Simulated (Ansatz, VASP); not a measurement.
# Zn in VASP and in Ansatz

File INCAR:

```
PREC = Accurate
ENCUT = 500
EDIFF = 1E-6
ISMEAR = 0
SIGMA = 0.1
LREAL = False
LASPH = True
NELM = 120
ALGO = Normal
ISIF = 2
LWAVE = False
LCHARG = False
GGA = PS
NBANDS = 12
GGA_COMPAT = False
```

The input KPOINTS:

```
Automatic mesh
0
Gamma
  8 8 8
```

POSCAR

```
Zn
1.0
    0.0000000000      2.0250546386      2.0250546386
    2.0250546386      0.0000000000      2.0250546386
    2.0250546386      2.0250546386      0.0000000000
Zn
1
Direct
    0.0000000000      0.0000000000      0.0000000000
```

Input for Ansatz:

```yaml
crystal:
  lattice:
    - [0.0, 2.0250546386, 2.0250546386]
    - [2.0250546386, 0.0, 2.0250546386]
    - [2.0250546386, 2.0250546386, 0.0]
  atoms:
    - { symbol: Zn, position: [0.0, 0.0, 0.0] }
basis:
  ecutwfc: 420
kpoints:
  mp_grid: { grid: [8, 8, 8] }
hamiltonian:
  xc: pbesol
scf:
  occupations: { method: gaussian, width: 0.1 }
output:
  forces: true
  stress: true
  eigenvalues: true
```

Alike in both runs: task single point; functional PBEsol; k mesh 8 × 8 × 8; occupations gaussian, width 0.1 eV; no spin polarisation.

```csv
,VASP,Ansatz
version,VASP 6.6.1,Ansatz 0.2.0
potentials or method,"VASP PAW PBE potentials, release 64 (Zn), cutoff 500 eV","scalar-relativistic, plane waves, PAW"
valence electrons in the cell,12,12
```

Ansatz gave:

| Item | Value |
| --- | --- |
| gap on the k mesh at the Fermi level (eV) | none |
| pressure (GPa) | -9.0 |

Estimate VASP's values.

gap on the k mesh at the Fermi level (eV): none; pressure (GPa): -8.7.

VASP's potentials were made for PBE, not for PBEsol. A gap of «none» marks a metal or a gap that the smearing closes.
